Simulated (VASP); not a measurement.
Wanted: the native input for a VASP 6.6.1 run.

| Property | Result |
| --- | --- |
| Task | single point |
| Functional | PBEsol |
| Potentials or basis | VASP PAW PBE potentials, release 64 (Co, Si) |
| Cutoff | 520 eV |
| k mesh | 12 × 12 × 10 |
| Occupations | gaussian, width 0.15 eV |
| Spin | no spin polarisation |
| Dipole correction | no |
| Further INCAR settings | ALGO = Normal; EDIFF = 1e-06; NBANDS = 26; ISYM = 0 |

The structure of CoSi2 lies in POSCAR:

```
CoSi2
1.0
    0.0000000000     -2.6562539695     -2.6562539695
   -2.6562539695      0.0000000000     -2.6562539695
    2.6562539695      2.6562539695     -5.3125079389
Co Si
2 4
Direct
    0.0000000000      0.0000000000      0.0000000000
    0.5000000000      0.5000000000      0.5000000000
    0.1250000000      0.1250000000      0.6250000000
    0.6250000000      0.6250000000      0.1250000000
    0.3750000000      0.3750000000      0.8750000000
    0.8750000000      0.8750000000      0.3750000000
```

One way to write it, as run:

INCAR

```
SYSTEM = CoSi2
PREC     = Accurate       ! precision mode
ENCUT    = 520            ! plane-wave cutoff, eV
EDIFF    = 1E-6           ! SCF threshold, eV
ISMEAR   = 0              ! smearing method
SIGMA    = 0.15           ! smearing width, eV
LREAL    = .False.        ! projectors in reciprocal space
LASPH    = .True.         ! aspherical terms in the spheres
NELM     = 100            ! most SCF steps
ALGO     = Normal         ! electronic algorithm
ISIF     = 2              ! what is computed and relaxed
LWAVE    = .False.        ! write WAVECAR
LCHARG   = .False.        ! write CHGCAR
GGA      = PS             ! functional
NBANDS   = 26             ! bands
ISYM     = 0
```

KPOINTS

```
regular mesh
0
Gamma
  12 12 10
  0 0 0
```

Potentials or basis: VASP PAW PBE potentials, release 64 (Co, Si).

Command:

```console
$ cat potpaw_PBE.64/Co/POTCAR potpaw_PBE.64/Si/POTCAR > POTCAR
$ mpirun -np 1 vasp_std > vasp.out
```

Results of the run:

The pressure is 0.1 GPa and the band gap on the k mesh is zero (bands 17 and 18 overlap by 3.56 eV).

Caveat: the PAW data sets were made with another functional, which shifts forces and pressure a little; the run has no spin polarisation, though such a crystal can be magnetic.

It took 15 min on 1 thread of Intel(R) Xeon(R) 6975P-C (Granite Rapids) (shared host), peak memory 1.1 GiB.
